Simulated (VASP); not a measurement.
# Ru2Rh (P4/mmm) in VASP: notebook, part 2 of 2

VASP 6.6.1. Earlier steps stand in the parts before.

**5. Single point, PBE**

This run uses another cell than the first one, of 14.79 Å³/atom.

INCAR reads:

```
SYSTEM = Ru2Rh
PREC = Accurate
ENCUT = 520
EDIFF = 1E-6
ISMEAR = 0
SIGMA = 0.1
LREAL = .False.
LASPH = .True.
NELM = 60
ALGO = Fast
ISIF = 2
LWAVE = .False.
LCHARG = .True.
GGA = PE
LELF = .True.
LVHAR = .True.
NBANDS = 28
```

KPOINTS reads:

```
Automatic mesh
0
Gamma
  16 16 8
  0 0 0
```

POSCAR reads:

```
Ru2Rh
1.0
    2.6845275644      0.0000000000      0.0000000000
    0.0000000000      2.6845275644      0.0000000000
    0.0000000000      0.0000000000      6.1569165668
Ru Rh
2 1
Direct
    0.5000000000      0.5000000000      0.3138178640
    0.5000000000      0.5000000000      0.6861821360
    0.0000000000      0.0000000000      0.0000000000
```

Run with:

```sh
$ cat potpaw_PBE.64/Ru_pv/POTCAR potpaw_PBE.64/Rh_pv/POTCAR > POTCAR
$ mpirun -np 1 vasp_std > vasp.out
```

It took 2.4 min on 1 thread of Intel Xeon Platinum 8488C (Sapphire Rapids), shared host; peak memory 0.34 GiB.

Results (log left out):

```
Free energy            : -24.6163 eV
Pressure               : 0.1 GPa
Largest force          : 0.079 eV/Å
Band gap on the k mesh : zero (an odd number of electrons rules out a gap without spin polarisation)
```

Forces in eV/Å, atoms in the order of the input:
```
Ru   0.000  0.000 -0.079
Ru   0.000  0.000  0.079
Rh   0.000  0.000  0.000
```

Stress tensor (GPa, compression positive):
```
-0.15  0.00  0.00
 0.00 -0.15  0.00
 0.00  0.00  0.47
```

Levels at points of the mesh, in eV from the Fermi level:
| k point | band 20 | band 21 | band 22 | band 23 | band 24 | band 25 |
| --- | --- | --- | --- | --- | --- | --- |
| (0.00, 0.00, 0.00) | -1.67 | -0.89 | -0.44 | 0.55 | 0.97 | 1.01 |
| (0.50, 0.00, 0.00) | -1.26 | -0.24 | 0.54 | 0.85 | 2.08 | 2.34 |
| (0.50, 0.50, 0.00) | 1.22 | 1.22 | 1.68 | 2.16 | 2.40 | 3.77 |
| (0.00, 0.00, 0.50) | -0.40 | -0.01 | -0.01 | 0.51 | 0.51 | 0.70 |
| (0.50, 0.00, 0.50) | -1.28 | -0.77 | 0.22 | 0.30 | 0.60 | 1.57 |
| (0.50, 0.50, 0.50) | 0.17 | 1.06 | 2.16 | 2.40 | 2.56 | 6.92 |

**6. Relaxation of cell and atoms, PBE**

This run uses another cell than the first one, of 14.89 Å³/atom.

INCAR reads:

```
SYSTEM = Ru2Rh
PREC = Accurate
ENCUT = 600
EDIFF = 1E-7
ISMEAR = 0
SIGMA = 0.1
LREAL = .False.
LASPH = .True.
NELM = 80
ALGO = Fast
ISIF = 3
LWAVE = .False.
LCHARG = .False.
GGA = PE
IBRION = 2
NSW = 100
EDIFFG = -0.01
```

KPOINTS is that of step 5.

POSCAR reads:

```
Ru2Rh
1.0
    2.7095439407      0.0000000000      0.0000000000
    0.0000000000      2.7095439407      0.0000000000
    0.0000000000      0.0000000000      6.0848007819
Ru Rh
2 1
Direct
    0.5000000000      0.5000000000      0.3154540710
    0.5000000000      0.5000000000      0.6845459290
    0.0000000000      0.0000000000      0.0000000000
```

Potentials or basis: VASP PAW PBE potentials, release 64 (Ru_pv, Rh_pv).

Run with:

```sh
$ cat potpaw_PBE.64/Ru_pv/POTCAR potpaw_PBE.64/Rh_pv/POTCAR > POTCAR
$ mpirun -np 1 vasp_std > vasp.out
```

OUTCAR:

```text
SYSTEM = Ru2Rh
   PREC = Accurate
   ENCUT = 600
   EDIFF = 1E-7
   ISMEAR = 0
   LREAL = .False.
   LASPH = .True.
   NELM = 80
   ISIF = 3
   GGA = PE
   IBRION = 2
   NSW = 100
   EDIFFG = -0.01

 ion  position               nearest neighbor table
   1  0.500  0.500  0.315-   2 2.25   3 2.71   3 2.71   3 2.71   3 2.71
   2  0.500  0.500  0.685-   1 2.25   3 2.71   3 2.71   3 2.71   3 2.71
   3  0.000  0.000  0.000-   1 2.71   2 2.71   1 2.71   2 2.71   1 2.71   2 2.71   1 2.71   2 2.71

  LATTYP: Found a simple tetragonal cell.
 ALAT       =     2.7095439407
 C/A-ratio  =     2.2456918637

  Lattice vectors:

 A1 = (   2.7095439407,   0.0000000000,   0.0000000000)
 A2 = (   0.0000000000,   2.7095439407,   0.0000000000)
 A3 = (   0.0000000000,   0.0000000000,   6.0848007819)

Analysis of symmetry for initial positions (statically):
=====================================================================
 Subroutine PRICEL returns:
 Original cell was already a primitive cell.

 Routine SETGRP: Setting up the symmetry group for a
 simple tetragonal supercell.

[... 176 lines left out ...]
  Direction    XX          YY          ZZ          XY          YZ          ZX
  --------------------------------------------------------------------------------------
  -------------------------------------------------------------------------------------
  Total       -0.7971127     -0.7971127      1.3029949      0.0000000     -0.0000000     -0.0000000
  in kB      -28.5885115    -28.5885115     46.7320167      0.0000000     -0.0000000     -0.0000000
  external PRESSURE =      -3.4816688 kB  Pullay stress =       0.0000000 kB
[... 172 lines left out ...]
--------------------------------------- Ionic step        6  -------------------------------------------

 number of electron      42.9999993 magnetization

 Free energy of the ion-electron system (eV)
  ---------------------------------------------------
  ext. energy  EPLUGINS =         0.00000000
  ---------------------------------------------------
  free energy    TOTEN  =       -24.61731810 eV

  energy without entropy =      -24.60588643  energy(sigma->0) =      -24.61160226

 E-fermi :  11.2273     XC(G=0): -13.5033

 val. band max:       11.2255577905   @ k =   0.3750   0.0625   0.1250
 cond. band min:      11.2292938415   @ k =   0.0000   0.0000   0.5000
 fundamental gap:      0.0037360509
 Fermi energy:        11.2272602532

 k-point     1 :       0.0000    0.0000    0.0000
  band No.  band energies     occupation
      1     -35.4738      2.00000
      2     -35.2380      2.00000
      3     -35.2380      2.00000
      4     -32.4229      2.00000
      5     -31.4123      2.00000
      6     -31.4123      2.00000
[... 661 lines left out ...]
     24      13.5597      0.00000
     25      13.9032      0.00000

 [... further k-points ...]

------------------------ aborting loop because EDIFF is reached ----------------------------------------

  FORCE on cell =-STRESS in cart. coord.  units (eV):
  Direction    XX          YY          ZZ          XY          YZ          ZX
  --------------------------------------------------------------------------------------
  -------------------------------------------------------------------------------------
  Total        0.0018517      0.0018517      0.0269353      0.0000000      0.0000000     -0.0000000
  in kB        0.0668875      0.0668875      0.9729740      0.0000000      0.0000000     -0.0000000
  external PRESSURE =       0.3689163 kB  Pullay stress =       0.0000000 kB
[... 18 lines left out ...]
  FREE ENERGIE OF THE ION-ELECTRON SYSTEM (eV)
  ---------------------------------------------------
  free  energy   TOTEN  =       -24.6173180985 eV

  energy  without entropy=      -24.6058864260  energy(sigma->0) =      -24.61160226

 reached required accuracy - stopping structural energy minimisation
```

Run time: 16 min. Hardware: 1 thread of Intel Xeon Platinum 8488C (Sapphire Rapids), shared host; peak memory 0.4 GiB.

What came out:

```
Free energy                           : -24.6173 eV
Relaxed volume                        : 14.78 Å³/atom
Relaxed cell                          : a = 2.683 Å, b = 2.683 Å, c = 6.160 Å, α = 90.00°, β = 90.00°, γ = 90.00°
Space group after relaxing (to 0.1 Å) : P4/mmm (No. 123)
Energy gained by relaxing             : 7.7 meV/atom
Ionic steps                           : 6
Pressure after relaxing               : 0.0 GPa
Largest force after relaxing          : 0.009 eV/Å
Band gap on the k mesh                : zero (an odd number of electrons rules out a gap without spin polarisation)
```

Forces in eV/Å, atoms in the order of the input:
```
Ru   0.000  0.000  0.009
Ru   0.000  0.000 -0.009
Rh   0.000  0.000  0.000
```

Stress tensor (GPa, compression positive):
```
0.01 0.00 0.00
0.00 0.01 0.00
0.00 0.00 0.10
```

The path:
```tsv
step	energy change (eV)	largest force (eV/Å)	pressure (GPa)	volume (Å³)
1	0.0000	0.6257	-0.35	44.67
2	-0.0084	0.5045	-1.06	44.45
3	-0.0220	0.0861	-1.02	44.55
4	-0.0206	0.0394	2.17	43.99
5	-0.0228	0.0690	0.17	44.34
6	-0.0231	0.0087	0.04	44.35
```

Final structure:
```yaml
crystal:
  lattice:
    - [2.68342, 0.00000, 0.00000]
    - [0.00000, 2.68342, 0.00000]
    - [0.00000, 0.00000, 6.15961]
  atoms:
    - { symbol: Ru, position: [0.50000, 0.50000, 0.31333] }
    - { symbol: Ru, position: [0.50000, 0.50000, 0.68667] }
    - { symbol: Rh, position: [0.00000, 0.00000, 0.00000] }
```

**7. Summary**

| task | cell | k mesh | cutoff (eV) | gap on the mesh (eV) | pressure (GPa) | relaxed volume (Å³/atom) | largest force (eV/Å) |
| --- | --- | --- | --- | --- | --- | --- | --- |
| single point | a = 2.636, b = 2.636, c = 5.439 Å, 3 atoms, atomic positions A | 6 × 6 × 4 | 520 | none | 73.7 | - | 3.10 |
| single point | a = 2.710, b = 2.710, c = 6.085 Å, 3 atoms, atomic positions B | 6 × 6 × 4 | 520 | none | 0.3 | - | 0.13 |
| relaxation of cell and atoms | relaxed from a = 2.636, b = 2.636, c = 5.439 Å, 3 atoms, atomic positions A | 6 × 6 × 4 | 600 | none | -0.1 | 14.89 | 0.01 |
| single point | a = 2.685, b = 2.685, c = 6.157 Å, 3 atoms, atomic positions B | 16 × 16 × 8 | 520 | none | 0.1 | - | 0.08 |
| relaxation of cell and atoms | relaxed from a = 2.710, b = 2.710, c = 6.085 Å, 3 atoms, atomic positions B | 16 × 16 × 8 | 600 | none | 0.0 | 14.78 | 0.01 |

Alike in all rows: level PBE; potentials or basis VASP PAW PBE potentials, release 64 (Ru_pv, Rh_pv); no spin polarisation; smearing gaussian 0.1 eV.

Caveats: some runs use coarse meshes; forces of over 1 eV/Å act on the atoms, so gaps and moduli don't describe the material at rest (at least some runs); the volume moved by over 15 % at a fixed basis, so the end points are rough (at least some runs).

Total energies depend on the potentials used, so only differences within one code and one set of settings carry meaning.
